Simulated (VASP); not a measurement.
**BN: relaxation of cell and atoms with LDA**

Crystal: BN.

```
B N
1.0
     2.47784    0.00217   -0.23068
    -1.22984    2.15109    0.23070
    -0.92413   -0.90269    3.27958
B N
1 1
Cartesian
  1.2421 2.1403 -0.0197
  0.3115 -0.1969 3.1794
```

```yaml
Program: VASP 6.6.1
Task: relaxation of cell and atoms
Functional: LDA
Potentials_or_basis: VASP PAW LDA potentials, release 64 (B, N)
Cutoff: 600 eV
k_mesh: 12 × 12 × 12
Occupations: gaussian, width 0.01 eV
Spin: no spin polarisation
Dipole_correction: no
Further_INCAR_settings: ALGO = Normal; EDIFF = 1e-06; IBRION = 2; EDIFFG = -0.001; NSW = 80; ISIF = 3
```

| Property | Result |
| --- | --- |
| Relaxed volume | 8.59 Å³/atom |
| Relaxed cell | a = 2.490 Å, b = 2.490 Å, c = 3.506 Å, α = 90.11°, β = 110.68°, γ = 120.00° |
| Space group after relaxing (to 0.05 Å) | R3m (No. 160) |
| Energy gained by relaxing | 0.1 meV/atom |
| Ionic steps | 50 |
| Pressure after relaxing | 0.0 GPa |
| Band gap on the k mesh | 3.98 eV, indirect (least direct gap 4.60 eV) |

The path:
| step | energy change (eV) | largest force (eV/Å) | pressure (GPa) | volume (Å³) |
| --- | --- | --- | --- | --- |
| 1 | 0.0000 | 0.0035 | 0.29 | 17.29 |
| 3 | 0.0000 | 0.0017 | -0.10 | 17.30 |
| 5 | -0.0001 | 0.0224 | -0.09 | 17.27 |
| 7 | -0.0001 | 0.0374 | -0.10 | 17.24 |
| 9 | -0.0001 | 0.0327 | -0.08 | 17.24 |
| 11 | -0.0001 | 0.0112 | -0.03 | 17.21 |
| 13 | -0.0001 | 0.0063 | 0.00 | 17.18 |
| 15 | -0.0001 | 0.0132 | 0.01 | 17.17 |
| 17 | -0.0001 | 0.0098 | 0.02 | 17.18 |
| 19 | -0.0001 | 0.0025 | 0.01 | 17.18 |
| 21 | -0.0001 | 0.0001 | 0.00 | 17.18 |
| 23 | -0.0001 | 0.0014 | -0.01 | 17.18 |
| 25 | -0.0001 | 0.0034 | 0.00 | 17.18 |
| 27 | -0.0001 | 0.0017 | 0.01 | 17.18 |
| 29 | -0.0001 | 0.0067 | -0.02 | 17.18 |
| 31 | -0.0001 | 0.0039 | 0.00 | 17.18 |
| 33 | -0.0001 | 0.0001 | -0.02 | 17.18 |
| 35 | -0.0001 | 0.0050 | -0.04 | 17.18 |
| 37 | -0.0001 | 0.0046 | -0.04 | 17.18 |
| 39 | -0.0001 | 0.0022 | -0.02 | 17.18 |
| 41 | -0.0001 | 0.0076 | 0.06 | 17.17 |
| 43 | -0.0001 | 0.0021 | 0.02 | 17.18 |
| 45 | -0.0001 | 0.0003 | 0.01 | 17.18 |
| 47 | -0.0001 | 0.0034 | 0.00 | 17.18 |
| 49 | -0.0001 | 0.0012 | 0.01 | 17.18 |
| 50 | -0.0001 | 0.0002 | 0.00 | 17.18 |

Final structure:
```
B N
1.0
     2.47864    0.00231   -0.23569
    -1.23012    2.15185    0.23570
    -0.93312   -0.89809    3.25787
B N
1 1
Direct
  0.99117 0.99149 0.99404
  0.65698 0.32440 0.99277
```

Levels at points of the mesh, in eV from the valence-band top:
```
           k point  band 2  band 3  band 4  band 5  band 6  band 7
(0.00, 0.00, 0.00)   -3.98   -1.28   -1.28    5.20   11.69   11.70
(0.50, 0.00, 0.00)   -8.81   -4.19   -1.32    3.99   10.00   14.36
(0.00, 0.50, 0.00)   -9.00   -4.10   -0.54    5.23   10.15   13.05
(0.50, 0.50, 0.00)   -9.00   -4.10   -0.53    5.25   10.14   13.04
(0.00, 0.00, 0.50)   -6.57   -1.31   -1.31   10.50   11.59   11.59
(0.50, 0.50, 0.50)   -8.81   -4.19   -1.33    3.98   10.00   14.38
```

Wall time 13 min on 1 thread of Oxide Virtual Turin-like Processor (shared host), peak memory 0.15 GiB.

A k mesh can miss the band edges. Expect the measured gap to be larger: semilocal functionals such as LDA lack the derivative discontinuity.
